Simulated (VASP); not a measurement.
# ZrS2 (P-3m1) in VASP: notebook, part 3 of 3

VASP 6.6.1. Earlier steps stand in the parts before.

### 6 Relaxation of cell and atoms, PBE+D4

This run uses another cell than the first one, of 23.76 Å³/atom.

File INCAR:

```
SYSTEM = ZrS2
ALGO = Normal
EDIFF = 1E-7
EDIFFG = -0.005
ENCUT = 500
GGA = PE
GGA_COMPAT = .False.
IBRION = 2
ISIF = 3
ISMEAR = -1
IVDW = 13
LASPH = .True.
LCHARG = .False.
LREAL = .False.
LWAVE = .False.
NELM = 120
NELMIN = 4
NSW = 80
PREC = Accurate
SIGMA = 0.01
```

File KPOINTS:

```
k-points
0
Gamma
  12 12 4
  0 0 0
```

File POSCAR:

```
ZrS2
1.0
    3.6913830000      0.0000000000      0.0000000000
   -1.8456910000      3.1968310000      0.0000000000
    0.0000000000      0.0000000000      6.0410770000
Zr S
1 2
Direct
    0.0000000000      0.0000000000      0.0000000000
    0.6666666667      0.3333333333      0.7620900000
    0.3333333333      0.6666666667      0.2379100000
```

Potentials or basis: VASP PAW PBE potentials, release 64 (Zr_sv, S).

Started as:

```bash
> cat potpaw_PBE.64/Zr_sv/POTCAR potpaw_PBE.64/S/POTCAR > POTCAR
> mpirun -np 1 vasp_std > vasp.out
```

Run time: 4.2 min. Hardware: 1 thread of Intel Xeon 6975P-C (Granite Rapids), shared host; peak memory 0.24 GiB.

Results (log left out):

```
Free energy                           : -22.2329 eV
Relaxed volume                        : 22.32 Å³/atom
Relaxed cell                          : a = 3.646 Å, b = 3.646 Å, c = 5.817 Å, α = 90.00°, β = 90.00°, γ = 120.00°
Space group after relaxing (to 0.1 Å) : P-3m1 (No. 164)
Energy gained by relaxing             : 6.9 meV/atom
Ionic steps                           : 12
Pressure after relaxing               : 0.0 GPa
Band gap on the k mesh                : 0.78 eV (least direct gap 1.51 eV)
Dispersion energy per atom            : -0.280 eV
```

The path:
```
step  energy change (eV)  largest force (eV/Å)  pressure (GPa)  volume (Å³)
   1              0.0000                0.0470           -1.44        71.29
   2             -0.0030                0.3620            1.38        69.11
   3             -0.0066                0.2260            0.15        70.02
   4             -0.0104                0.1356            0.01        69.73
   5             -0.0117                0.0421           -0.13        69.44
   6             -0.0136                0.0395           -0.11        69.12
   7             -0.0183                0.0309           -0.03        68.14
   8             -0.0198                0.0076            0.29        66.20
   9             -0.0207                0.0233            0.15        67.00
  10             -0.0207                0.0216            0.17        66.89
  11             -0.0192                0.1157           -0.84        67.37
  12             -0.0208                0.0011            0.01        66.97
```

Final structure:
```yaml
crystal:
  lattice:
    - [3.64614, 0.00000, 0.00000]
    - [-1.82307, 3.15765, 0.00000]
    - [0.00000, 0.00000, 5.81666]
  atoms:
    - { symbol: Zr, position: [0.00000, 0.00000, 0.00000] }
    - { symbol: S, position: [0.66667, 0.33333, 0.74942] }
    - { symbol: S, position: [0.33333, 0.66667, 0.25058] }
```

Levels at points of the mesh, in eV from the valence-band top:
```csv
k point,band 8,band 9,band 10,band 11,band 12,band 13,band 14,band 15,band 16
"(0.00, 0.00, 0.00)",-2.86,-2.86,-0.16,-0.16,0.00,1.51,1.51,2.22,4.78
"(0.50, 0.00, 0.00)",-2.67,-2.62,-2.55,-2.00,-1.33,0.98,3.26,3.58,5.69
"(0.00, 0.00, 0.50)",-2.82,-2.82,-1.96,-0.33,-0.33,1.46,1.46,2.61,5.23
"(0.50, 0.00, 0.50)",-3.39,-2.74,-2.41,-1.01,-0.83,0.78,3.25,3.58,5.12
```

Caveat: semilocal functionals underestimate gaps, and a narrow one can read as zero. A k mesh can miss the band edges.

### 7 Summary

```tsv
task	level	cell	cutoff (eV)	gap on the mesh (eV)	pressure (GPa)	relaxed volume (Å³/atom)
single point	RPBE	a = 3.720, b = 3.720, c = 7.650 Å, angles 90.0, 90.0, 120.0°, 3 atoms, atomic positions A	500	1.28	-0.1	-
single point	r2SCAN	a = 3.691, b = 3.691, c = 6.096 Å, angles 90.0, 90.0, 120.0°, 3 atoms, atomic positions B	550	1.38	0.0	-
relaxation of cell and atoms	RPBE	relaxed from a = 3.691, b = 3.691, c = 6.041 Å, angles 90.0, 90.0, 120.0°, 3 atoms, atomic positions C	500	1.27	0.0	29.17
relaxation of cell and atoms	revPBE+D3(BJ)	relaxed from a = 3.691, b = 3.691, c = 6.041 Å, angles 90.0, 90.0, 120.0°, 3 atoms, atomic positions C	500	0.48	0.0	20.95
relaxation of cell and atoms	PBE+D4	relaxed from a = 3.691, b = 3.691, c = 6.041 Å, angles 90.0, 90.0, 120.0°, 3 atoms, atomic positions C	500	0.78	0.0	22.32
```

Alike in all rows: potentials or basis VASP PAW PBE potentials, release 64 (Zr_sv, S); no spin polarisation; k mesh 12 × 12 × 4; smearing fermi-dirac 0.01 eV.

Caveats: the PAW data sets were made with another functional, which shifts forces and pressure a little (at least some runs); this functional lacks dispersion, which binds layers or chains, so the pressure and a relaxed spacing across them are unreliable (at least some runs); semilocal functionals underestimate gaps, and a narrow one can read as zero (at least some runs); the volume moved by over 15 % at a fixed basis, so the end points are rough (at least some runs).

Absolute energies hang on the potentials; compare differences alone.
